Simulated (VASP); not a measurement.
A run of VASP 6.6.1:

Contents of INCAR:

```
SYSTEM = TiO2
ALGO = Normal ; EDIFF = 1E-6
ENCUT = 520 ; GGA = RE
ISIF = 2 ; ISMEAR = -1
IVDW = 12 ; LASPH = .TRUE.
LCHARG = .FALSE. ; LREAL = .FALSE.
LWAVE = .FALSE. ; NBANDS = 33
NELM = 60 ; PREC = Accurate
SIGMA = 0.05
```

KPOINTS

```
k-points
0
G
  6 6 9
  0 0 0
```

POSCAR

```
TiO2
1.0
    4.6900531165      0.0000000000      0.0000000000
    0.0000000000      4.6900531165      0.0000000000
    0.0000000000      0.0000000000      3.0172520901
Ti O
2 4
Direct
    0.0000000000      0.0000000000      0.5000000000
    0.5000000000      0.5000000000      0.0000000000
    0.3043213200      0.3043213200      0.5000000000
    0.1956786800      0.8043213200      0.0000000000
    0.8043213200      0.1956786800      0.0000000000
    0.6956786800      0.6956786800      0.5000000000
```

Potentials or basis: VASP PAW PBE potentials, release 64 (Ti_sv, O).

Run with:

```console
$ cat potpaw_PBE.64/Ti_sv/POTCAR potpaw_PBE.64/O/POTCAR > POTCAR
$ mpirun -np 1 vasp_std > vasp.out
```

Hardware: 1 thread of Intel(R) Xeon(R) 6975P-C (Granite Rapids), with other jobs on the host.

Problem. Estimate the wall time of this run.

Solution. It took 42 s on 1 thread of Intel(R) Xeon(R) 6975P-C (Granite Rapids), with other jobs on the host, peak memory 0.23 GiB. Counts: scf iterations 18, k points 50.
